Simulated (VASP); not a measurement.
# Ti3H in VASP: notebook

Ti3H is run at these levels: PBE; tasks: single point.

Everything below comes from runs of VASP 6.6.1. Logs are shortened: lines on timing, memory, paths and dates and some standing lists are left out, and cuts for length are marked.

### Step 1. The cell of the first run

The cell holds a slab with vacuum, 4 atoms: a = 2.819 Å, b = 2.819 Å, c = 21.326 Å, α = 90.00°, β = 90.00°, γ = 109.47°.

### Step 2. Single point, PBE

Input file INCAR:

```
SYSTEM = Ti3H
PREC = Accurate
ENCUT = 520
EDIFF = 1E-6
ISMEAR = 0
SIGMA = 0.1
LREAL = .FALSE.
LASPH = .TRUE.
NELM = 60
ALGO = Normal
ISIF = 2
LWAVE = .FALSE.
LCHARG = .FALSE.
LDIPOL = .TRUE.
IDIPOL = 3
DIPOL = 0.5 0.5 0.349
GGA = PE
NBANDS = 26
```

Input file KPOINTS:

```
Automatic mesh
0
G
  10 10 1
  0 0 0
```

Input file POSCAR:

```
Ti3H
1.0
    2.8193504947      0.0000000000      0.0000000000
   -0.9397834982      2.6581091378      0.0000000000
    0.0000000000      0.0000000000     21.3259744853
Ti H
3 1
Direct
    0.5000000000      0.5000000000      0.1875646997
    0.0000000000      0.0000000000      0.2892724347
    0.5000000000      0.5000000000      0.3904147260
    0.6666666667      0.6666666667      0.5296815155
```

Potentials or basis: VASP PAW PBE potentials, release 64 (Ti_sv, H).

Run with:

```
$ cat potpaw_PBE.64/Ti_sv/POTCAR potpaw_PBE.64/H/POTCAR > POTCAR
$ mpirun -np 1 vasp_std > vasp.out
```

OUTCAR:

```text
SYSTEM = Ti3H
   PREC = Accurate
   ENCUT = 520
   EDIFF = 1E-6
   ISMEAR = 0
   LREAL = .FALSE.
   LASPH = .TRUE.
   NELM = 60
   ISIF = 2
   GGA = PE

 ion  position               nearest neighbor table
   1  0.500  0.500  0.188-   2 2.71   2 2.71
   2  0.000  0.000  0.289-   3 2.70   3 2.70   1 2.71   1 2.71
   3  0.500  0.500  0.390-   2 2.70   2 2.70
   4  0.667  0.667  0.530-

  LATTYP: Found a base centered orthorhombic cell.
 ALAT       =     3.2555055341
 B/A-ratio  =     1.4142135624
 C/A-ratio  =     6.5507412786

  Lattice vectors:

 A1 = (   2.8193504947,   0.0000000000,   0.0000000000)
 A2 = (  -0.9397834982,   2.6581091378,   0.0000000000)
 A3 = (   0.0000000000,   0.0000000000,  21.3259744853)

Analysis of symmetry for initial positions (statically):
=====================================================================
 Subroutine PRICEL returns:
 Original cell was already a primitive cell.

 Routine SETGRP: Setting up the symmetry group for a
 base centered orthorhombic supercell.

 Subroutine GETGRP returns: Found  2 space group operations
 (whereof  2 operations were pure point group operations)
 out of a pool of  8 trial point group operations.

The static configuration has the point symmetry C_1h.

Analysis of symmetry for dynamics (positions and initial velocities):
=====================================================================
 Subroutine PRICEL returns:
 Original cell was already a primitive cell.

 Routine SETGRP: Setting up the symmetry group for a
 base centered orthorhombic supercell.

 Subroutine GETGRP returns: Found  2 space group operations
 (whereof  2 operations were pure point group operations)
 out of a pool of  8 trial point group operations.

The dynamic configuration has the point symmetry C_1h.

 Subroutine INISYM returns: Found  2 space group operations
 (whereof  2 operations are pure point group operations),
 and found     1 'primitive' translations

----------------------------------------------------------------------------------------

                                     Primitive cell

  volume of cell :     159.8199

  direct lattice vectors                    reciprocal lattice vectors
     2.819350495  0.000000000  0.000000000     0.354691622  0.125402426  0.000000000
    -0.939783498  2.658109138  0.000000000     0.000000000  0.376207277  0.000000000
     0.000000000  0.000000000 21.325974485     0.000000000  0.000000000  0.046891175

  length of vectors
     2.819350495  2.819350495 21.325974485     0.376207277  0.376207277  0.046891175

  position of ions in fractional coordinates (direct lattice)
     0.500000000  0.500000000  0.187564700
     0.000000000  0.000000000  0.289272435
     0.500000000  0.500000000  0.390414726
     0.666666667  0.666666667  0.529681516

  ion indices of the primitive-cell ions
   primitive index   ion index
                 1           1
                 2           2
                 3           3
                 4           4

----------------------------------------------------------------------------------------

 KPOINTS: Automatic mesh

Automatic generation of k-mesh.
 Grid dimensions read from file:
 generate k-points for:   10   10    1

 Generating k-lattice:

  Cartesian coordinates                     Fractional coordinates (reciprocal lattice)
     0.035469162  0.012540243  0.000000000     0.100000000  0.000000000  0.000000000
     0.000000000  0.037620728  0.000000000     0.000000000  0.100000000  0.000000000
     0.000000000  0.000000000  0.046891175     0.000000000  0.000000000  1.000000000

  Length of vectors
     0.037620728  0.037620728  0.046891175

  Shift w.r.t. Gamma in fractional coordinates (k-lattice)
     0.000000000  0.000000000  0.000000000

 Subroutine IBZKPT returns following result:
 ===========================================

 Found     31 irreducible k-points:

 Following reciprocal coordinates:
            Coordinates               Weight
  0.000000  0.000000  0.000000      1.000000
  0.100000  0.000000  0.000000      4.000000
  0.200000  0.000000  0.000000      4.000000
  0.300000  0.000000  0.000000      4.000000
  0.400000  0.000000  0.000000      4.000000
  0.500000  0.000000  0.000000      2.000000
[... 16 lines left out ...]
  0.300000  0.300000  0.000000      2.000000
  0.400000  0.300000  0.000000      4.000000
 [... further k-points ...]
   k-points           NKPTS =     31   k-points in BZ     NKDIM =     31   number of bands    NBANDS=     26
   number of dos      NEDOS =    301   number of ions     NIONS =      4
   total plane-waves  NPLWV =  92160
   dimension x,y,z NGX =    24 NGY =   24 NGZ =  160
   dimension x,y,z NGXF=    48 NGYF=   48 NGZF=  320
   ions per type =               3   1
   NGX,Y,Z   is equivalent  to a cutoff of  14.15, 14.15, 12.47 a.u.
   NGXF,Y,Z  is equivalent  to a cutoff of  28.30, 28.30, 24.95 a.u.
 SYSTEM =  Ti3H
   PREC   = accura    normal or accurate (medium, high low for compatibility)
   ISTART =      0    job   : 0-new  1-cont  2-samecut
   ICHARG =      2    charge: 1-file 2-atom 10-const
   ISPIN  =      1    spin polarized calculation?
   LNONCOLLINEAR =      F non collinear calculations
   LSORBIT =      F    spin-orbit coupling
   LASPH  =      T    aspherical Exc in radial PAW
   ENCUT  =  520.0 eV  38.22 Ry    6.18 a.u.   5.24  5.24 39.65*2*pi/ulx,y,z
   NELM   =     60;   NELMIN=  2; NELMDL= -5     # of ELM steps
   EDIFF  = 0.1E-05   stopping-criterion for ELM
   LREAL  =      F    real-space projection
   EDIFFG = 0.1E-04   stopping-criterion for IOM
   NSW    =      0    number of steps for IOM
   IBRION =     -1    ionic relax: 0-MD 1-quasi-New 2-CG
   NFREE  =      0    steps in history (QN), initial steepest desc. (CG)
   ISIF   =      2    stress and relaxation
   ISYM   =      2    0-nonsym 1-usesym 2-fastsym
   POTIM  = 0.5000    time-step for ionic-motion
   TEBEG  =    0.0;   TEEND  =   0.0 temperature during run
   PSTRESS=    0.0 pullay stress
   NELECT =      37.0000    total number of electrons
   NUPDOWN=      -1.0000    fix difference up-down
   EMIN   =  10.00;   EMAX   =-10.00  energy-range for DOS
   EFERMI =   0.00;   METHOD = LEGACY
   ISMEAR =     0;   SIGMA  =   0.10  broadening in eV -4-tet -1-fermi 0-gaus
   EFERMI_NEDOS =   21; number of points for ismear=-14 and -15
   IALGO  =     38    algorithm
   IMIX   =      4    mixing-type and parameters
     AMIX     =   0.40;   BMIX     =  1.00
     AMIX_MAG =   1.60;   BMIX_MAG =  1.00
  volume/ion in A,a.u.               =      39.95       269.63
  Fermi-wavevector in a.u.,A,eV,Ry     =   1.005229  1.899608 13.748497  1.010486
  Thomas-Fermi vector in A             =   2.137895
   LORBIT       =      0    0 simple, 1 ext, 2 COOP (PROOUT), +10 PAW based schemes
   GGA     = PE    functional components
   LHFCALC =     F    Hartree Fock is set to
   AEXX    =    0.0000 exact exchange contribution
   IVDW    =     0    specifies the selected vdW correction
   LEPSILON=     F    determine dielectric tensor
   LRPA    =     F    only Hartree local field effects (RPA)
 non-spin polarized calculation
 Gauss-broadening in eV      SIGMA  =   0.10
  energy-cutoff  :      520.00
  volume of cell :      159.82
 maximum number of plane-waves:      4347
 NGX is ok and might be reduce to    24
   NGX = 11   NGY = 11   NGZ = 79

 dipolmoment           0.000000      0.000000     -0.000484 electrons x Angstroem

 number of electron      36.9999991 magnetization

 dipolmoment           0.000000      0.000000      0.079035 electrons x Angstroem

 Free energy of the ion-electron system (eV)
  ---------------------------------------------------
  ext. energy  EPLUGINS =         0.00000000
  ---------------------------------------------------
  free energy    TOTEN  =       -22.93517142 eV

  energy without entropy =      -22.89190726  energy(sigma->0) =      -22.91353934

 E-fermi :  -0.6972     XC(G=0):  -5.1420

 val. band max:       -0.7017076296   @ k =   0.1000   0.0000   0.0000
 cond. band min:      -0.6949112758   @ k =  -0.4000   0.3000   0.0000
 fundamental gap:      0.0067963538
 Fermi energy:        -0.6972273442

 k-point     1 :       0.0000    0.0000    0.0000
  band No.  band energies     occupation
      1     -57.4945      2.00000
      2     -57.3316      2.00000
      3     -56.9316      2.00000
      4     -33.9331      2.00000
      5     -33.6986      2.00000
      6     -33.5017      2.00000
[... 18 lines left out ...]
     25       1.5652      0.00000
     26       1.5730      0.00000

 k-point     2 :       0.1000    0.0000    0.0000
  band No.  band energies     occupation
      1     -57.4877      2.00000
      2     -57.3246      2.00000
      3     -56.9262      2.00000
      4     -33.9215      2.00000
      5     -33.6992      2.00000
      6     -33.5282      2.00000
[... 18 lines left out ...]
     25       1.5001      0.00000
     26       1.6396      0.00000

 k-point     3 :       0.2000    0.0000    0.0000
  band No.  band energies     occupation
      1     -57.4696      2.00000
      2     -57.3063      2.00000
      3     -56.9121      2.00000
      4     -33.8939      2.00000
      5     -33.7102      2.00000
      6     -33.6148      2.00000
[... 18 lines left out ...]
     25       1.5083      0.00000
     26       1.6613      0.00000

 k-point     4 :       0.3000    0.0000    0.0000
  band No.  band energies     occupation
      1     -57.4472      2.00000
      2     -57.2834      2.00000
      3     -56.8946      2.00000
      4     -33.8718      2.00000
      5     -33.7982      2.00000
      6     -33.6685      2.00000
[... 18 lines left out ...]
     25       1.8022      0.00000
     26       1.8237      0.00000
[... 496 lines left out ...]
      1     -57.4544      2.00000
      2     -57.2910      2.00000
      3     -56.8940      2.00000
      4     -33.8819      2.00000
      5     -33.6626      2.00000
      6     -33.5859      2.00000
[... 18 lines left out ...]
     25       0.9273      0.00000
     26       1.2898      0.00000

 k-point    23 :       0.3000    0.3000    0.0000
  band No.  band energies     occupation
      1     -57.4055      2.00000
      2     -57.2409      2.00000
      3     -56.8581      2.00000
      4     -33.8274      2.00000
      5     -33.8025      2.00000
      6     -33.7259      2.00000
[... 18 lines left out ...]
     25       1.8425      0.00000
     26       2.1020      0.00000

 k-point    24 :       0.4000    0.3000    0.0000
  band No.  band energies     occupation
      1     -57.3943      2.00000
      2     -57.2299      2.00000
      3     -56.8447      2.00000
      4     -33.8575      2.00000
      5     -33.8109      2.00000
      6     -33.7503      2.00000
[... 18 lines left out ...]
     25       2.1280      0.00000
     26       2.1555      0.00000

 [... further k-points ...]

------------------------ aborting loop because EDIFF is reached ----------------------------------------

 vacuum level on the upper side and lower side of the slab       (xc-potential included)         0.647        -1.225

  FORCE on cell =-STRESS in cart. coord.  units (eV):
  Direction    XX          YY          ZZ          XY          YZ          ZX
  --------------------------------------------------------------------------------------
  -------------------------------------------------------------------------------------
  Total       -1.3913565     -0.7223734     -2.8432884      0.9460849      0.1661337      0.1174744
  in kB      -13.9482021     -7.2417176    -28.5036665      9.4844013      1.6654732      1.1776685
  external PRESSURE =     -16.5645288 kB  Pullay stress =       0.0000000 kB

 VOLUME and BASIS-vectors are now :
 -----------------------------------------------------------------------------
  energy-cutoff  :      520.00
  volume of cell :      159.82
      direct lattice vectors                 reciprocal lattice vectors
     2.819350495  0.000000000  0.000000000     0.354691622  0.125402426  0.000000000
    -0.939783498  2.658109138  0.000000000     0.000000000  0.376207277  0.000000000
     0.000000000  0.000000000 21.325974485     0.000000000  0.000000000  0.046891175

 POSITION                                       TOTAL-FORCE (eV/Angst)
 -----------------------------------------------------------------------------------
      0.93978      1.32905      4.00000         0.002332      0.003297      0.006893
      0.00000      0.00000      6.16902         0.009754      0.013795     -0.119891
      0.93978      1.32905      8.32597        -0.062112     -0.087840      1.140678
      1.25304      1.77207     11.29597         0.050026      0.070747     -1.027680
 -----------------------------------------------------------------------------------
    total drift:                                0.000011      0.000015      0.000058

  FREE ENERGIE OF THE ION-ELECTRON SYSTEM (eV)
  ---------------------------------------------------
  free  energy   TOTEN  =       -22.9351714190 eV

  energy  without entropy=      -22.8919072615  energy(sigma->0) =      -22.91353934

 vacuum level on the upper side and lower side of the slab         5.307         3.399
```

Run time: 4.1 min. Hardware: 1 thread of AMD EPYC 7R13 (Zen 3), shared host; peak memory 0.31 GiB.

Results:

```yaml
Free_energy: -22.9352 eV
Largest_force: 1.146 eV/Å
Band_gap_on_the_k_mesh: zero (an odd number of electrons rules out a gap without spin polarisation)
```

Forces in eV/Å, atoms in the order of the input:
```
Ti   0.002  0.003  0.007
Ti   0.010  0.014 -0.120
Ti  -0.062 -0.088  1.141
H    0.050  0.071 -1.028
```

### Step 3. Single point, PBE

Input file INCAR:

```
SYSTEM = Ti3H
PREC = Accurate
ENCUT = 520
EDIFF = 1E-7
ISMEAR = 0
SIGMA = 0.1
LREAL = .FALSE.
LASPH = .TRUE.
NELM = 60
ALGO = Normal
ISIF = 2
LWAVE = .FALSE.
LCHARG = .TRUE.
LDIPOL = .TRUE.
IDIPOL = 3
DIPOL = 0.5 0.5 0.334
GGA = PE
LELF = .TRUE.
LVHAR = .TRUE.
LVACPOTAV = .TRUE.
NBANDS = 26
```

Input file KPOINTS:

```
regular mesh
0
G
  10 10 1
  0 0 0
```

Changes to POSCAR since step 2:

```diff
@@ -11,2 +11,2 @@
     0.5000000000      0.5000000000      0.3904147260
-    0.6666666667      0.6666666667      0.5296815155
+    0.8333333333      0.8333333333      0.4696608116
```

Potentials or basis: VASP PAW PBE potentials, release 64 (Ti_sv, H).

Run with:

```
$ cat potpaw_PBE.64/Ti_sv/POTCAR potpaw_PBE.64/H/POTCAR > POTCAR
$ mpirun -np 1 vasp_std > vasp.out
```

It took 4.3 min on 1 thread of AMD EPYC 7R13 (Zen 3), shared host; peak memory 0.32 GiB.

The run converged. Its results:

```
Free energy            : -25.0155 eV
Largest force          : 1.775 eV/Å
Band gap on the k mesh : zero (an odd number of electrons rules out a gap without spin polarisation)
```

Forces on the atoms (eV/Å):
```
Ti  -0.019 -0.027 -0.065
Ti   0.093  0.131 -0.246
Ti  -0.324 -0.459  1.684
H    0.250  0.354 -1.373
```

Levels at points of the mesh, in eV from the Fermi level:
```
           k point  band 15  band 16  band 17  band 18  band 19  band 20  band 21  band 22  band 23  band 24
(0.00, 0.00, 0.00)    -3.11    -2.05    -0.42    -0.01     0.06     0.91     1.08     1.08     1.18     2.27
(0.50, 0.00, 0.00)    -1.97    -1.51    -0.37    -0.32    -0.10     0.18     1.01     2.12     2.42     2.59
(0.50, 0.50, 0.00)    -1.89    -1.79    -0.85    -0.43     0.16     1.24     1.36     2.21     2.24     2.68
```
